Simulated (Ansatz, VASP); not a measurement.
# Two plane-wave programs on AgS

Contents of INCAR:

```
SYSTEM = AgS
PREC     = Accurate       ! precision mode
ENCUT    = 520            ! plane-wave cutoff, eV
EDIFF    = 1E-6           ! SCF threshold, eV
ISMEAR   = 0              ! smearing method
SIGMA    = 0.1            ! smearing width, eV
LREAL    = .False.        ! projectors in reciprocal space
LASPH    = .True.         ! aspherical terms in the spheres
NELM     = 100            ! most SCF steps
ALGO     = Normal         ! electronic algorithm
ISIF     = 2              ! what is computed and relaxed
LWAVE    = .False.        ! write WAVECAR
LCHARG   = .False.        ! write CHGCAR
GGA      = PE             ! functional
NBANDS   = 16             ! bands
```

The input KPOINTS:

```
Automatic mesh
0
Gamma
  18 18 18
  0 0 0
```

File POSCAR:

```
AgS
1.0
    0.0000000000      2.5312513691      2.5312513691
    2.5312513691      0.0000000000      2.5312513691
    2.5312513691      2.5312513691      0.0000000000
Ag S
1 1
Direct
    0.0000000000      0.0000000000      0.0000000000
    0.5000000000      0.5000000000      0.5000000000
```

Input for Ansatz:

```yaml
crystal:
  lattice:
    - [0.0, 2.5312513691, 2.5312513691]
    - [2.5312513691, 0.0, 2.5312513691]
    - [2.5312513691, 2.5312513691, 0.0]
  atoms:
    - { symbol: Ag, position: [0.0, 0.0, 0.0] }
    - { symbol: S, position: [0.5, 0.5, 0.5] }
basis:
  ecutwfc: 420
kpoints:
  mp_grid: { grid: [18, 18, 18] }
hamiltonian:
  xc: pbe
scf:
  occupations: { method: gaussian, width: 0.1 }
output:
  forces: true
  stress: true
  eigenvalues: true
```

Alike in both runs: task single point; functional PBE; k mesh 18 × 18 × 18; occupations gaussian, width 0.1 eV; no spin polarisation.

```csv
,VASP,Ansatz
version,VASP 6.6.1,Ansatz 0.2.0
potentials or method,"VASP PAW PBE potentials, release 64 (Ag, S), cutoff 520 eV","scalar-relativistic, plane waves, PAW"
valence electrons in the cell,17,25
```

Ansatz gave:

```
gap on the k mesh at the Fermi level (eV) : none
pressure (GPa)                            : 14.8
```

Question: Which values does VASP return?

Answer: gap on the k mesh at the Fermi level (eV): none; pressure (GPa): 14.5.

A gap of «none» marks a metal or a gap that the smearing closes. VASP's potentials hold 17 valence electrons a cell and Ansatz's 25, so a difference there can come from the potentials and not from the codes.
